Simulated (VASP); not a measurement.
RbMgH2, 8 atoms in the cell. It takes space group P6_3/mmc (No. 194, hexagonal). Conventional cell: a = 3.930 Å, b = 3.930 Å, c = 11.916 Å, α = 90.00°, β = 90.00°, γ = 120.00°. Rb (site symmetry -3m) has 8 H at 2.98 to 3.74 Å and 6 Mg at 3.74 Å and 6 Rb at 3.93 Å within 4.0 Å. Within 3.0 Å of Mg (site symmetry -6m2) lie 6 H at 2.27 Å. H (site symmetry -6m2) has 3 Mg at 2.27 Å and 3 H at 2.27 Å and 2 Rb at 2.98 Å within 3.0 Å. Within 3.0 Å of H (site symmetry -6m2) lie 3 H at 2.27 Å and 3 Mg at 2.27 Å. The cell was built from a structure type or drawn by symmetry, and may not be a known phase.

- Program: VASP 6.6.1
- Task: relaxation of cell and atoms
- Functional: PBE
- Potentials or basis: VASP PAW PBE potentials, release 64 (Rb_sv, Mg, H)
- Cutoff: 600 eV
- k mesh: 12 × 12 × 4
- Occupations: gaussian, width 0.1 eV
- Spin: no spin polarisation
- Dipole correction: no
- Further INCAR settings: ALGO = Normal; EDIFF = 1e-06; IBRION = 2; EDIFFG = -0.01; NSW = 100; ISIF = 3

Potentials or basis: VASP PAW PBE potentials, release 64 (Rb_sv, Mg, H).

Command:

```sh
$ cat potpaw_PBE.64/Rb_sv/POTCAR potpaw_PBE.64/Mg/POTCAR potpaw_PBE.64/H/POTCAR > POTCAR
$ mpirun -np 1 vasp_std > vasp.out
```

Hardware: 1 thread of AMD EPYC 9R45 96-Core Processor (Zen 5), with other jobs on the host.

Question: How long does it take, and how much memory?

Answer: Wall time 4.3 min on 1 thread of AMD EPYC 9R45 96-Core Processor (Zen 5) (shared host), peak memory 0.43 GiB. Counts: scf iterations 32, k points 57, ion steps 4.
